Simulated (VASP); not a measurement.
# AlN (Pm) in VASP: further runs

AlN is run at these levels: PBE; tasks: single point.

Everything below comes from runs of VASP 6.6.1. Logs are shortened: lines on timing, memory, paths and dates and some standing lists are left out, and cuts for length are marked.

## 1. The cell of the first run

Symmetry: Pm, No. 6, monoclinic system. Conventional cell: a = 3.313 Å, b = 4.187 Å, c = 5.739 Å, α = 90.00°, β = 90.00°, γ = 90.00°. Within 2.4 Å of Al (site symmetry m) lie 5 N at 1.80 to 2.17 Å. Within 2.5 Å of Al (site symmetry m) lie 5 N at 1.91 to 2.09 Å. Within 2.5 Å of Al (site symmetry m) lie 5 N at 1.91 to 2.09 Å. Al (site symmetry m) has 5 N at 1.91 to 2.09 Å within 2.5 Å. N (site symmetry m) has 5 Al at 1.91 to 2.11 Å within 2.5 Å. N (site symmetry m) has 5 Al at 1.91 to 2.09 Å within 2.5 Å. N (site symmetry m) has 5 Al at 1.80 to 2.17 Å within 2.4 Å. N (site symmetry m) has 5 Al at 1.80 to 2.09 Å within 2.4 Å.

## 2. Single point, PBE (atom 1 (Al) moved by +0.000 Å along [1 0 0] and -0.252 Å along [1 2 0])

File INCAR:

```
ALGO = Normal ; EDIFF = 1E-7
ENCUT = 520 ; GGA = PE
ISIF = 2 ; ISMEAR = 0
LASPH = T ; LCHARG = T
LELF = T ; LREAL = F
LVHAR = T ; LWAVE = F
NBANDS = 26 ; NELM = 100
PREC = Accurate ; SIGMA = 0.05
```

File KPOINTS:

```
k-points
0
Gamma
  8 6 4
```

File POSCAR:

```
AlN
1.0
   -1.6567491617      2.8695737234      0.0000000000
    0.0000000000      0.0000000000      4.1874629526
    4.9702474850      2.8695737234      0.0000000000
Al N
4 4
Direct
    0.4341365589      0.7500000000      0.1447121863
    0.0000000000      0.7500000000      0.6666666667
    0.0000000000      0.2500000000      0.3333333333
    0.5000000000      0.2500000000      0.8333333333
    0.5000000000      0.2500000000      0.1666666667
    0.0000000000      0.2500000000      0.6666666667
    0.0000000000      0.7500000000      0.3333333333
    0.5000000000      0.7500000000      0.8333333333
```

Potentials or basis: VASP PAW PBE potentials, release 64 (Al, N).

On the command line:

```sh
> cat potpaw_PBE.64/Al/POTCAR potpaw_PBE.64/N/POTCAR > POTCAR
> mpirun -np 1 vasp_std > vasp.out
```

OUTCAR:

```text
EDIFF = 1E-7
   ENCUT = 520
   GGA = PE
   ISIF = 2
   ISMEAR = 0
   LASPH = T
   LREAL = F
   NELM = 100
   PREC = Accurate

 ion  position               nearest neighbor table
   1  0.434  0.750  0.145-   7 1.80   8 1.80   5 2.11   5 2.11   7 2.17   3 2.76   3 2.76   4 2.76
                             4 2.76   3 3.01   3 3.01   2 3.10   2 3.32   2 3.32
   2  0.000  0.750  0.667-   8 1.91   8 1.91   7 1.91   6 2.09   6 2.09   4 2.84   4 2.84   4 2.84
                             4 2.84   3 2.84   3 2.84   1 3.10   1 3.32   1 3.32
   3  0.000  0.250  0.333-   5 1.91   5 1.91   6 1.91   7 2.09   7 2.09   1 2.76   1 2.76   2 2.84
                             2 2.84   1 3.01   1 3.01   4 3.31   4 3.31   4 3.31   4 3.31
   4  0.500  0.250  0.833-   6 1.91   6 1.91   5 1.91   8 2.09   8 2.09   1 2.76   1 2.76   2 2.84
                             2 2.84   2 2.84   2 2.84   3 3.31   3 3.31   3 3.31   3 3.31
   5  0.500  0.250  0.167-   3 1.91   3 1.91   4 1.91   1 2.11   1 2.11
   6  0.000  0.250  0.667-   4 1.91   4 1.91   3 1.91   2 2.09   2 2.09
   7  0.000  0.750  0.333-   1 1.80   2 1.91   3 2.09   3 2.09   1 2.17
   8  0.500  0.750  0.833-   1 1.80   2 1.91   2 1.91   4 2.09   4 2.09

  LATTYP: Found a simple orthorhombic cell.
 ALAT       =     3.3134983233
 B/A-ratio  =     1.2637588868
 C/A-ratio  =     1.7320508076

  Lattice vectors:

 A1 = (  -1.6567491617,   2.8695737234,   0.0000000000)
 A2 = (   0.0000000000,   0.0000000000,   4.1874629526)
 A3 = (   4.9702474850,   2.8695737234,   0.0000000000)

Analysis of symmetry for initial positions (statically):
=====================================================================
 Subroutine PRICEL returns:
 Original cell was already a primitive cell.

 Routine SETGRP: Setting up the symmetry group for a
 simple orthorhombic supercell.

 Subroutine GETGRP returns: Found  2 space group operations
 (whereof  1 operations were pure point group operations)
 out of a pool of  8 trial point group operations.

The static configuration has the point symmetry C_1 .
 The point group associated with its full space group is C_1h.

Analysis of symmetry for dynamics (positions and initial velocities):
=====================================================================
 Subroutine PRICEL returns:
 Original cell was already a primitive cell.

 Routine SETGRP: Setting up the symmetry group for a
 simple orthorhombic supercell.

 Subroutine GETGRP returns: Found  2 space group operations
 (whereof  1 operations were pure point group operations)
 out of a pool of  8 trial point group operations.

The dynamic configuration has the point symmetry C_1 .
 The point group associated with its full space group is C_1h.

 Subroutine INISYM returns: Found  2 space group operations
 (whereof  1 operations are pure point group operations),
 and found     1 'primitive' translations

----------------------------------------------------------------------------------------

                                     Primitive cell

  volume of cell :      79.6315

  direct lattice vectors                    reciprocal lattice vectors
    -1.656749162  2.869573723  0.000000000    -0.150897919  0.261362862  0.000000000
     0.000000000  0.000000000  4.187462953     0.000000000  0.000000000  0.238808083
     4.970247485  2.869573723  0.000000000     0.150897919  0.087120954  0.000000000

  length of vectors
     3.313498323  4.187462953  5.739147447     0.301795837  0.238808083  0.174241908

  position of ions in fractional coordinates (direct lattice)
     0.434136559  0.750000000  0.144712186
     0.000000000  0.750000000  0.666666667
     0.000000000  0.250000000  0.333333333
     0.500000000  0.250000000  0.833333333
     0.500000000  0.250000000  0.166666667
     0.000000000  0.250000000  0.666666667
     0.000000000  0.750000000  0.333333333
     0.500000000  0.750000000  0.833333333

  ion indices of the primitive-cell ions
   primitive index   ion index
                 1           1
                 2           2
                 3           3
                 4           4
                 5           5
                 6           6
                 7           7
                 8           8

----------------------------------------------------------------------------------------

 KPOINTS: k-points

Automatic generation of k-mesh.
 Grid dimensions read from file:
 generate k-points for:    8    6    4

 Generating k-lattice:

  Cartesian coordinates                     Fractional coordinates (reciprocal lattice)
    -0.018862240  0.032670358  0.000000000     0.125000000  0.000000000  0.000000000
     0.000000000  0.000000000  0.039801347     0.000000000  0.166666667  0.000000000
     0.037724480  0.021780238  0.000000000     0.000000000  0.000000000  0.250000000

  Length of vectors
     0.037724480  0.039801347  0.043560477

  Shift w.r.t. Gamma in fractional coordinates (k-lattice)
     0.000000000  0.000000000  0.000000000

 Subroutine IBZKPT returns following result:
 ===========================================

 Found     72 irreducible k-points:

 Following reciprocal coordinates:
            Coordinates               Weight
  0.000000  0.000000  0.000000      1.000000
  0.125000  0.000000 -0.000000      2.000000
  0.250000  0.000000 -0.000000      2.000000
  0.375000  0.000000 -0.000000      2.000000
  0.500000  0.000000 -0.000000      1.000000
  0.000000  0.166667  0.000000      2.000000
[... 16 lines left out ...]
  0.125000  0.000000 -0.250000      2.000000
  0.250000  0.000000  0.250000      2.000000
 [... further k-points ...]
   k-points           NKPTS =     72   k-points in BZ     NKDIM =     72   number of bands    NBANDS=     26
   number of dos      NEDOS =    301   number of ions     NIONS =      8
   total plane-waves  NPLWV =  43008
   dimension x,y,z NGX =    28 NGY =   32 NGZ =   48
   dimension x,y,z NGXF=    56 NGYF=   64 NGZF=   96
   ions per type =               4   4
   NGX,Y,Z   is equivalent  to a cutoff of  14.05, 12.70, 13.90 a.u.
   NGXF,Y,Z  is equivalent  to a cutoff of  28.10, 25.41, 27.81 a.u.
 SYSTEM =  unknown system
   PREC   = accura    normal or accurate (medium, high low for compatibility)
   ISTART =      0    job   : 0-new  1-cont  2-samecut
   ICHARG =      2    charge: 1-file 2-atom 10-const
   ISPIN  =      1    spin polarized calculation?
   LNONCOLLINEAR =      F non collinear calculations
   LSORBIT =      F    spin-orbit coupling
   LASPH  =      T    aspherical Exc in radial PAW
   ENCUT  =  520.0 eV  38.22 Ry    6.18 a.u.   6.16  7.79 10.67*2*pi/ulx,y,z
   NELM   =    100;   NELMIN=  2; NELMDL= -5     # of ELM steps
   EDIFF  = 0.1E-06   stopping-criterion for ELM
   LREAL  =      F    real-space projection
   EDIFFG = 0.1E-05   stopping-criterion for IOM
   NSW    =      0    number of steps for IOM
   IBRION =     -1    ionic relax: 0-MD 1-quasi-New 2-CG
   NFREE  =      0    steps in history (QN), initial steepest desc. (CG)
   ISIF   =      2    stress and relaxation
   ISYM   =      2    0-nonsym 1-usesym 2-fastsym
   POTIM  = 0.5000    time-step for ionic-motion
   TEBEG  =    0.0;   TEEND  =   0.0 temperature during run
   PSTRESS=    0.0 pullay stress
   NELECT =      32.0000    total number of electrons
   NUPDOWN=      -1.0000    fix difference up-down
   EMIN   =  10.00;   EMAX   =-10.00  energy-range for DOS
   EFERMI =   0.00;   METHOD = LEGACY
   ISMEAR =     0;   SIGMA  =   0.05  broadening in eV -4-tet -1-fermi 0-gaus
   EFERMI_NEDOS =   21; number of points for ismear=-14 and -15
   IALGO  =     38    algorithm
   IMIX   =      4    mixing-type and parameters
     AMIX     =   0.40;   BMIX     =  1.00
     AMIX_MAG =   1.60;   BMIX_MAG =  1.00
  volume/ion in A,a.u.               =       9.95        67.17
  Fermi-wavevector in a.u.,A,eV,Ry     =   1.208082  2.282944 19.857191  1.459462
  Thomas-Fermi vector in A             =   2.343701
   LORBIT       =      0    0 simple, 1 ext, 2 COOP (PROOUT), +10 PAW based schemes
   GGA     = PE    functional components
   LHFCALC =     F    Hartree Fock is set to
   AEXX    =    0.0000 exact exchange contribution
   IVDW    =     0    specifies the selected vdW correction
   LEPSILON=     F    determine dielectric tensor
   LRPA    =     F    only Hartree local field effects (RPA)
 non-spin polarized calculation
 Gauss-broadening in eV      SIGMA  =   0.05
  energy-cutoff  :      520.00
  volume of cell :       79.63
 maximum number of plane-waves:      2174
 NGX is ok and might be reduce to    28
   NGX = 13   NGY = 15   NGZ = 21

 number of electron      31.9999993 magnetization

 Free energy of the ion-electron system (eV)
  ---------------------------------------------------
  ext. energy  EPLUGINS =         0.00000000
  ---------------------------------------------------
  free energy    TOTEN  =       -58.16904041 eV

  energy without entropy =      -58.16904041  energy(sigma->0) =      -58.16904041

 E-fermi :   8.1378     XC(G=0): -11.1560

 val. band max:        7.9384108926   @ k =   0.0000   0.0000   0.0000
 cond. band min:      11.0435522861   @ k =   0.0000   0.0000   0.0000
 fundamental gap:      3.1051413935
 Fermi energy:         8.1377995997

 k-point     1 :       0.0000    0.0000    0.0000
  band No.  band energies     occupation
      1      -8.8943      2.00000
      2      -6.9608      2.00000
      3      -5.9601      2.00000
      4      -5.1587      2.00000
      5       1.0456      2.00000
      6       1.4437      2.00000
[... 18 lines left out ...]
     25      17.2024      0.00000
     26      18.9477      0.00000

 k-point     2 :       0.1250    0.0000   -0.0000
  band No.  band energies     occupation
      1      -8.7634      2.00000
      2      -6.8565      2.00000
      3      -5.9983      2.00000
      4      -5.1587      2.00000
      5       1.1880      2.00000
      6       1.4174      2.00000
[... 18 lines left out ...]
     25      18.0970      0.00000
     26      18.6702      0.00000

 k-point     3 :       0.2500    0.0000   -0.0000
  band No.  band energies     occupation
      1      -8.3876      2.00000
      2      -6.5663      2.00000
      3      -6.1592      2.00000
      4      -5.1939      2.00000
      5       1.2728      2.00000
      6       1.6035      2.00000
[... 18 lines left out ...]
     25      17.7697      0.00000
     26      18.0916      0.00000

 k-point     4 :       0.3750    0.0000   -0.0000
  band No.  band energies     occupation
      1      -7.8264      2.00000
      2      -6.5418      2.00000
      3      -6.1441      2.00000
      4      -5.3418      2.00000
      5       1.2069      2.00000
      6       2.2505      2.00000
[... 18 lines left out ...]
     25      17.7454      0.00000
     26      18.9075      0.00000

 k-point     5 :       0.5000    0.0000   -0.0000
  band No.  band energies     occupation
      1      -7.3125      2.00000
      2      -6.9836      2.00000
      3      -5.8202      2.00000
      4      -5.5580      2.00000
      5       1.4472      2.00000
      6       1.7381      2.00000
[... 18 lines left out ...]
     25      17.8841      0.00000
     26      18.2456      0.00000

 k-point     6 :       0.0000    0.1667    0.0000
  band No.  band energies     occupation
      1      -8.7280      2.00000
      2      -6.8624      2.00000
      3      -6.0377      2.00000
      4      -5.4876      2.00000
      5       0.9638      2.00000
      6       1.5545      2.00000
[... 427 lines left out ...]
 k-point    21 :       0.0000    0.0000    0.2500
  band No.  band energies     occupation
      1      -8.7304      2.00000
      2      -7.4331      2.00000
      3      -5.6838      2.00000
      4      -5.1188      2.00000
      5       1.2264      2.00000
      6       1.7799      2.00000
[... 18 lines left out ...]
     25      17.4300      0.00000
     26      18.3797      0.00000

 k-point    22 :       0.1250    0.0000    0.2500
  band No.  band energies     occupation
      1      -8.6058      2.00000
      2      -7.3241      2.00000
      3      -5.7146      2.00000
      4      -5.1311      2.00000
      5       1.3634      2.00000
      6       1.8089      2.00000
[... 18 lines left out ...]
     25      17.6551      0.00000
     26      18.3238      0.00000

 k-point    23 :       0.1250    0.0000   -0.2500
  band No.  band energies     occupation
      1      -8.6006      2.00000
      2      -7.3374      2.00000
      3      -5.7054      2.00000
      4      -5.1300      2.00000
      5       1.3694      2.00000
      6       1.7827      2.00000
[... 18 lines left out ...]
     25      17.7594      0.00000
     26      18.0636      0.00000

 k-point    24 :       0.2500    0.0000    0.2500
  band No.  band energies     occupation
      1      -8.2465      2.00000
      2      -7.0439      2.00000
      3      -5.8314      2.00000
      4      -5.1990      2.00000
      5       1.6180      2.00000
      6       1.7653      2.00000
[... 18 lines left out ...]
     25      17.9122      0.00000
     26      17.9763      0.00000

 [... further k-points ...]
[... 5 lines left out ...]
  --------------------------------------------------------------------------------------
  -------------------------------------------------------------------------------------
  Total        3.6667683     -0.9510433      0.0085420      0.0404049      0.0000000      0.0000000
  in kB       73.7749512    -19.1348801      0.1718646      0.8129409      0.0000000      0.0000000
  external PRESSURE =      18.2706452 kB  Pullay stress =       0.0000000 kB

 VOLUME and BASIS-vectors are now :
 -----------------------------------------------------------------------------
  energy-cutoff  :      520.00
  volume of cell :       79.63
      direct lattice vectors                 reciprocal lattice vectors
    -1.656749162  2.869573723  0.000000000    -0.150897919  0.261362862  0.000000000
     0.000000000  0.000000000  4.187462953     0.000000000  0.000000000  0.238808083
     4.970247485  2.869573723  0.000000000     0.150897919  0.087120954  0.000000000

 POSITION                                       TOTAL-FORCE (eV/Angst)
 -----------------------------------------------------------------------------------
     -0.00000      1.66105      3.14060         0.579223      3.384376      0.000000
      3.31350      1.91305      3.14060        -0.595793     -0.441848      0.000000
      1.65675      0.95652      1.04687         0.165438     -0.360705      0.000000
      3.31350      3.82610      1.04687        -0.162910      0.098417      0.000000
      0.00000      1.91305      1.04687        -0.248174     -0.701467      0.000000
      3.31350      1.91305      1.04687         0.241575      0.099463      0.000000
      1.65675      0.95652      3.14060         0.993547     -1.308424      0.000000
      3.31350      3.82610      3.14060        -0.972906     -0.769813      0.000000
 -----------------------------------------------------------------------------------
    total drift:                                0.000129     -0.000004      0.000000

  FREE ENERGIE OF THE ION-ELECTRON SYSTEM (eV)
  ---------------------------------------------------
  free  energy   TOTEN  =       -58.1690404117 eV

  energy  without entropy=      -58.1690404117  energy(sigma->0) =      -58.16904041
```

Wall time 3.3 min (1 thread of Intel Xeon 8259CL, shared host); peak memory 0.26 GiB.

Results:

```yaml
Free_energy: -58.1690 eV
Pressure: 1.8 GPa
Largest_force: 3.434 eV/Å
Band_gap_on_the_k_mesh: 3.11 eV
```

Forces on the atoms (eV/Å):
```
Al   0.579  3.384  0.000
Al  -0.596 -0.442  0.000
Al   0.165 -0.361  0.000
Al  -0.163  0.098  0.000
N   -0.248 -0.701  0.000
N    0.242  0.099  0.000
N    0.994 -1.308  0.000
N   -0.973 -0.770  0.000
```

Caveat: the cell differs from its parent crystal (atom 1 (Al) moved by +0.000 Å along [1 0 0] and -0.252 Å along [1 2 0]); forces of over 1 eV/Å act on the atoms, so gaps and moduli don't describe the material at rest.

## 3. Single point, PBE (atom 1 (Al) moved by -0.252 Å along [1 0 0] and +0.504 Å along [1 2 0])

File INCAR:

```
ALGO     = Normal         # electronic algorithm
EDIFF    = 1E-7           # SCF threshold, eV
ENCUT    = 520            # plane-wave cutoff, eV
GGA      = PE             # functional
ISIF     = 2              # what is computed and relaxed
ISMEAR   = 0              # smearing method
LASPH    = T              # aspherical terms in the spheres
LCHARG   = F              # write CHGCAR
LREAL    = F              # projectors in reciprocal space
LWAVE    = F              # write WAVECAR
NBANDS   = 26             # bands
NELM     = 100            # most SCF steps
PREC     = Accurate       # precision mode
SIGMA    = 0.05           # smearing width, eV
```

KPOINTS is that of step 2.

Changes to POSCAR since step 2:

```diff
@@ -8,3 +8,3 @@
 Direct
-    0.4341365589      0.7500000000      0.1447121863
+    0.6697531577      0.7500000000      0.1725493520
     0.0000000000      0.7500000000      0.6666666667
```

Potentials or basis: VASP PAW PBE potentials, release 64 (Al, N).

On the command line:

```sh
> cat potpaw_PBE.64/Al/POTCAR potpaw_PBE.64/N/POTCAR > POTCAR
> mpirun -np 1 vasp_std > vasp.out
```

It took 3.4 min on 1 thread of Intel Xeon 8259CL, shared host; peak memory 0.26 GiB.

It converged, with:

| Property | Result |
| --- | --- |
| Free energy | -54.6121 eV |
| Pressure | 16.6 GPa |
| Largest force | 22.359 eV/Å |
| Band gap on the k mesh | 2.95 eV |

Forces in eV/Å, atoms in the order of the input:
```
Al   -2.452 -22.224   0.000
Al   -0.256   0.139   0.000
Al   -0.119   1.244   0.000
Al    0.260  -0.141   0.000
N    -0.490   1.126   0.000
N    -0.182  -0.064   0.000
N     3.164  18.927   0.000
N     0.075   0.993   0.000
```

Stress tensor (GPa, compression positive):
```
-1.19 10.39  0.00
10.39 49.78  0.00
 0.00  0.00  1.11
```

Levels at points of the mesh, in eV from the valence-band top:
```
           k point  band 12  band 13  band 14  band 15  band 16  band 17  band 18  band 19  band 20  band 21
(0.00, 0.00, 0.00)    -2.74    -1.71    -1.39    -1.33     0.00     2.95     3.73     4.32     6.58     6.85
(0.50, 0.00, 0.00)    -3.44    -2.99    -2.30    -2.22    -1.85     5.19     5.49     6.14     6.33     7.20
(0.00, 0.50, 0.00)    -2.42    -2.35    -1.94    -1.84    -1.57     4.85     4.86     5.50     5.68     8.25
(0.50, 0.50, 0.00)    -3.99    -1.38    -1.10    -0.86    -0.68     5.15     5.93     6.29     6.61     8.49
(0.00, 0.00, 0.50)    -2.96    -1.36    -1.27    -1.24    -0.89     4.22     4.82     5.58     5.90     7.39
(0.50, 0.00, 0.50)    -3.91    -3.19    -2.44    -1.68    -1.09     3.69     4.10     6.68     6.77     7.19
(0.00, 0.50, 0.50)    -2.50    -2.14    -1.98    -1.72    -1.52     4.85     4.96     5.48     5.72     7.99
(0.50, 0.50, 0.50)    -2.73    -2.09    -1.65    -1.54    -1.38     4.52     4.80     5.25     5.46     8.67
```

Caveat: the cell differs from its parent crystal (atom 1 (Al) moved by -0.252 Å along [1 0 0] and +0.504 Å along [1 2 0]); the cell stands under pressure; forces of over 1 eV/Å act on the atoms, so gaps and moduli don't describe the material at rest.

(Part 1 of 2 ends here.)
